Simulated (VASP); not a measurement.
# Al (Im-3m) in VASP: notebook, part 2 of 2

VASP 6.6.1. Earlier steps stand in the parts before.

## 3. Single point, PBE

This run uses another cell than the first one, of 16.12 Å³/atom, 0.985 times its volume.

The input, INCAR:

```
SYSTEM = Al
  PREC = Accurate
  ENCUT = 520
  EDIFF = 1E-6
  ISMEAR = 0
  SIGMA = 0.027000000000000003
  LREAL = .False.
  LASPH = .True.
  NELM = 80
  ALGO = Normal
  ISIF = 2
  LWAVE = .False.
  LCHARG = .False.
  GGA = PE
  NBANDS = 8
```

The input, KPOINTS:

```
Automatic mesh
0
Gamma
  12 12 12
  0 0 0
```

The input, POSCAR:

```
Al
1.0
   -1.5912186900      1.5912186900      1.5912186900
    1.5912186900     -1.5912186900      1.5912186900
    1.5912186900      1.5912186900     -1.5912186900
Al
1
Direct
    0.0000000000      0.0000000000      0.0000000000
```

Potentials or basis: VASP PAW PBE potentials, release 64 (Al).

The run is started by

```console
cat potpaw_PBE.64/Al/POTCAR > POTCAR
mpirun -np 1 vasp_std > vasp.out
```

OUTCAR:

```text
SYSTEM = Al
   PREC = Accurate
   ENCUT = 520
   EDIFF = 1E-6
   ISMEAR = 0
   LREAL = .False.
   LASPH = .True.
   NELM = 80
   ISIF = 2
   GGA = PE

 ion  position               nearest neighbor table
   1  0.000  0.000  0.000-

  LATTYP: Found a body centered cubic cell.
 ALAT       =     3.1824373800

  Lattice vectors:

 A1 = (  -1.5912186900,   1.5912186900,   1.5912186900)
 A2 = (   1.5912186900,  -1.5912186900,   1.5912186900)
 A3 = (   1.5912186900,   1.5912186900,  -1.5912186900)

Analysis of symmetry for initial positions (statically):
=====================================================================
 Subroutine PRICEL returns:
 Original cell was already a primitive cell.

 Routine SETGRP: Setting up the symmetry group for a
 body centered cubic supercell.

 Subroutine GETGRP returns: Found 48 space group operations
[... 9 lines left out ...]

 Routine SETGRP: Setting up the symmetry group for a
 body centered cubic supercell.

 Subroutine GETGRP returns: Found 48 space group operations
[... 11 lines left out ...]
                                     Primitive cell

[... 131 lines left out ...]
  ---------------------------------------------------
  free energy    TOTEN  =        -3.63563397 eV

  energy without entropy =       -3.63544698  energy(sigma->0) =       -3.63554048

 E-fermi :   8.2402     XC(G=0): -10.2868

 val. band max:        8.1893619392   @ k =  -0.4167  -0.4167   0.2500
 cond. band min:       8.2507202219   @ k =   0.3333   0.2500   0.0833
 fundamental gap:      0.0613582828
 Fermi energy:         8.2402176477

 k-point     1 :       0.0000    0.0000    0.0000
  band No.  band energies     occupation
      1      -3.0452      2.00000
      2      21.6647      0.00000
      3      21.6647      0.00000
      4      21.6647      0.00000
      5      23.3042      0.00000
      6      23.3042      0.00000
      7      23.3042      0.00000
      8      24.7548      0.00000
[... 243 lines left out ...]
 k-point    24 :       0.4167    0.0833    0.0833
  band No.  band energies     occupation
      1       4.2181      2.00000
      2       4.7597      2.00000
      3      13.2366      0.00000
      4      13.9734      0.00000
      5      22.4066      0.00000
      6      22.9839      0.00000
      7      29.4664      0.00000
      8      30.8178      0.00000

 [... further k-points ...]
[... 5 lines left out ...]
  --------------------------------------------------------------------------------------
  -------------------------------------------------------------------------------------
  Total        0.3887875      0.3887875      0.3887875     -0.0000000     -0.0000000     -0.0000000
  in kB       38.6521193     38.6521193     38.6521193     -0.0000000     -0.0000000     -0.0000000
  external PRESSURE =      38.6521193 kB  Pullay stress =       0.0000000 kB

 VOLUME and BASIS-vectors are now :
 -----------------------------------------------------------------------------
  energy-cutoff  :      520.00
  volume of cell :       16.12
      direct lattice vectors                 reciprocal lattice vectors
    -1.591218690  1.591218690  1.591218690     0.000000000  0.314224565  0.314224565
     1.591218690 -1.591218690  1.591218690     0.314224565  0.000000000  0.314224565
     1.591218690  1.591218690 -1.591218690     0.314224565  0.314224565  0.000000000

 POSITION                                       TOTAL-FORCE (eV/Angst)
 -----------------------------------------------------------------------------------
      0.00000      0.00000      0.00000         0.000000      0.000000      0.000000
 -----------------------------------------------------------------------------------
    total drift:                                0.000000     -0.000000     -0.000000

  FREE ENERGIE OF THE ION-ELECTRON SYSTEM (eV)
  ---------------------------------------------------
  free  energy   TOTEN  =        -3.6356339748 eV

  energy  without entropy=       -3.6354469772  energy(sigma->0) =       -3.63554048
```

stdout:

```text
POSCAR found type information on POSCAR Al
 POSCAR found :  1 types and       1 ions
 scaLAPACK will be used
 LDA part: xc-table for (Slater+PW92), standard interpolation
 POSCAR, INCAR and KPOINTS ok, starting setup
 FFT: planning ... GRIDC
 FFT: planning ... GRID_SOFT
 FFT: planning ... GRID
 WAVECAR not read
 entering main loop
```

It took 10 s on 1 thread of AMD EPYC 7R43 (Zen 3), shared host; peak memory 0.09 GiB.

What came out:

```yaml
Free_energy: -3.6356 eV
Pressure: 3.9 GPa
```

## 4. Single point, PBE

This run uses another cell than the first one, of 16.12 Å³/atom, 0.985 times its volume.

The input, INCAR:

```
SYSTEM = Al
PREC     = Accurate       ! precision mode
ENCUT    = 520            ! plane-wave cutoff, eV
EDIFF    = 1E-7           ! SCF threshold, eV
ISMEAR   = 0              ! smearing method
SIGMA    = 0.028000000000000004 ! smearing width, eV
LREAL    = .False.        ! projectors in reciprocal space
LASPH    = .True.         ! aspherical terms in the spheres
NELM     = 60             ! most SCF steps
ALGO     = Normal         ! electronic algorithm
ISIF     = 2              ! what is computed and relaxed
LWAVE    = .False.        ! write WAVECAR
LCHARG   = .False.        ! write CHGCAR
GGA      = PE             ! functional
NBANDS   = 8              ! bands
```

KPOINTS is that of step 3.

POSCAR is that of step 3.

The run is started by

```console
cat potpaw_PBE.64/Al/POTCAR > POTCAR
mpirun -np 1 vasp_std > vasp.out
```

Wall time 8 s (1 thread of AMD EPYC 7R43 (Zen 3), shared host); peak memory 0.08 GiB.

The run converged. Its results:

```
Free energy : -3.6356 eV
Pressure    : 3.9 GPa
```

Levels at points of the mesh, in eV from the Fermi level:
```
           k point  band 1  band 2  band 3  band 4  band 5  band 6
(0.00, 0.00, 0.00)  -11.29   13.42   13.42   13.42   15.06   15.06
(0.50, 0.00, 0.00)   -4.40   -3.87    8.34    8.36   10.16   11.64
(0.50, 0.50, 0.50)    1.92    1.92    1.92    2.96    2.96    5.88
```

## 5. Relaxation of cell and atoms, RPBE+D4

This run uses another cell than the first one, of 16.12 Å³/atom, 0.985 times its volume.

The input, INCAR:

```
SYSTEM = Al
PREC = Accurate ; ENCUT = 600
EDIFF = 1E-6 ; ISMEAR = -1
SIGMA = 0.05 ; LREAL = .FALSE.
LASPH = .TRUE. ; NELM = 100
ALGO = Normal ; ISIF = 3
LWAVE = .FALSE. ; LCHARG = .FALSE.
GGA = RP ; IVDW = 13
IBRION = 2 ; NSW = 60
EDIFFG = -0.01
```

The input, KPOINTS:

```
regular mesh
0
G
  12 12 12
  0 0 0
```

POSCAR is that of step 4.

The run is started by

```console
cat potpaw_PBE.64/Al/POTCAR > POTCAR
mpirun -np 1 vasp_std > vasp.out
```

It took 16 s on 1 thread of AMD EPYC 7R43 (Zen 3), shared host; peak memory 0.1 GiB.

Results (log left out):

```yaml
Free_energy: -4.0671 eV
Relaxed_volume: 15.87 Å³/atom
Relaxed_cell: a = 2.742 Å, b = 2.742 Å, c = 2.742 Å, α = 109.47°, β = 109.47°, γ = 109.47°
Space_group_after_relaxing_to_0.05_Å: Im-3m (No. 229)
Energy_gained_by_relaxing: 0.9 meV/atom
Ionic_steps: 3
Pressure_after_relaxing: 0.0 GPa
Dispersion_energy_per_atom: -0.683 eV
```

The path:
| step | energy change (eV) | largest force (eV/Å) | pressure (GPa) | volume (Å³) |
| --- | --- | --- | --- | --- |
| 1 | 0.0000 | 0.0000 | -1.16 | 16.12 |
| 2 | -0.0009 | 0.0000 | 0.14 | 15.84 |
| 3 | -0.0009 | 0.0000 | 0.01 | 15.87 |

Final structure:
```
Al
1.0
    -1.58316    1.58316    1.58316
     1.58316   -1.58316    1.58316
     1.58316    1.58316   -1.58316
Al
1
Direct
  0.00000 0.00000 0.00000
```

Levels at points of the mesh, in eV from the Fermi level:
| k point | band 1 | band 2 | band 3 | band 4 | band 5 |
| --- | --- | --- | --- | --- | --- |
| (0.00, 0.00, 0.00) | -11.41 | 13.50 | 13.50 | 13.50 | 15.43 |
| (0.50, 0.00, 0.00) | -4.48 | -3.88 | 8.33 | 8.53 | 10.28 |
| (0.50, 0.50, 0.50) | 1.95 | 1.95 | 1.95 | 2.88 | 2.88 |

Caveat: the PAW data sets were made with another functional, which shifts forces and pressure a little; pairwise dispersion overbinds metals, which lowers pressure and volume.

## 6. Relaxation of cell and atoms, revPBE+D3(BJ)

This run uses another cell than the first one, of 16.12 Å³/atom, 0.985 times its volume.

The input, INCAR:

```
  PREC = Accurate
  ENCUT = 600
  EDIFF = 1E-6
  ISMEAR = -1
  SIGMA = 0.05
  LREAL = False
  LASPH = True
  NELM = 60
  ALGO = Normal
  ISIF = 3
  LWAVE = False
  LCHARG = False
  GGA = RE
  IVDW = 12
  IBRION = 2
  NSW = 60
  EDIFFG = -0.01
```

The input, KPOINTS:

```
regular mesh
0
Gamma
  12 12 12
```

POSCAR is that of step 5.

Potentials or basis: VASP PAW PBE potentials, release 64 (Al).

The run is started by

```console
cat potpaw_PBE.64/Al/POTCAR > POTCAR
mpirun -np 1 vasp_std > vasp.out
```

Wall time 14 s (1 thread of AMD EPYC 7R43 (Zen 3), shared host); peak memory 0.1 GiB.

The run converged. Its results:

```
Free energy                            : -4.0968 eV
Relaxed volume                         : 15.69 Å³/atom
Relaxed cell                           : a = 2.732 Å, b = 2.732 Å, c = 2.732 Å, α = 109.47°, β = 109.47°, γ = 109.47°
Space group after relaxing (to 0.05 Å) : Im-3m (No. 229)
Energy gained by relaxing              : 2.8 meV/atom
Ionic steps                            : 3
Pressure after relaxing                : 0.0 GPa
Dispersion energy per atom             : -0.672 eV
```

Step by step:
| step | energy change (eV) | largest force (eV/Å) | pressure (GPa) | volume (Å³) |
| --- | --- | --- | --- | --- |
| 1 | 0.0000 | 0.0000 | -2.03 | 16.12 |
| 2 | -0.0027 | 0.0000 | 0.24 | 15.65 |
| 3 | -0.0028 | 0.0000 | 0.00 | 15.69 |

Final structure:
```yaml
crystal:
  lattice:
    - [-1.57711, 1.57711, 1.57711]
    - [1.57711, -1.57711, 1.57711]
    - [1.57711, 1.57711, -1.57711]
  atoms:
    - { symbol: Al, position: [0.00000, 0.00000, 0.00000] }
```

Levels at points of the mesh, in eV from the Fermi level:
| k point | band 1 | band 2 | band 3 | band 4 | band 5 |
| --- | --- | --- | --- | --- | --- |
| (0.00, 0.00, 0.00) | -11.49 | 13.57 | 13.57 | 13.57 | 15.57 |
| (0.50, 0.00, 0.00) | -4.53 | -3.90 | 8.36 | 8.61 | 10.35 |
| (0.50, 0.50, 0.50) | 1.97 | 1.97 | 1.97 | 2.87 | 2.87 |

Caveat: the PAW data sets were made with another functional, which shifts forces and pressure a little; pairwise dispersion overbinds metals, which lowers pressure and volume.

## 7. The runs side by side

| task | level | cell | cutoff (eV) | smearing | gap on the mesh (eV) | pressure (GPa) | relaxed volume (Å³/atom) |
| --- | --- | --- | --- | --- | --- | --- | --- |
| single point | BLYP+D4 | a = 2.770 Å, angles 109.5°, 1 atom | 520 | fermi-dirac 0.05 eV | none | 0.2 | - |
| single point | PBE | a = 2.756 Å, angles 109.5°, 1 atom | 520 | gaussian 0.027 eV | none | 3.9 | - |
| single point | PBE | a = 2.756 Å, angles 109.5°, 1 atom | 520 | gaussian 0.028 eV | none | 3.9 | - |
| relaxation of cell and atoms | RPBE+D4 | relaxed from a = 2.756 Å, angles 109.5°, 1 atom | 600 | fermi-dirac 0.05 eV | none | 0.0 | 15.87 |
| relaxation of cell and atoms | revPBE+D3(BJ) | relaxed from a = 2.756 Å, angles 109.5°, 1 atom | 600 | fermi-dirac 0.05 eV | none | 0.0 | 15.69 |

Alike in all rows: potentials or basis VASP PAW PBE potentials, release 64 (Al); no spin polarisation; k mesh 12 × 12 × 12.

Caveats: the PAW data sets were made with another functional, which shifts forces and pressure a little (some runs); pairwise dispersion overbinds metals, which lowers pressure and volume (some runs).

Total energies depend on the potentials used, so only differences within one code and one set of settings carry meaning.
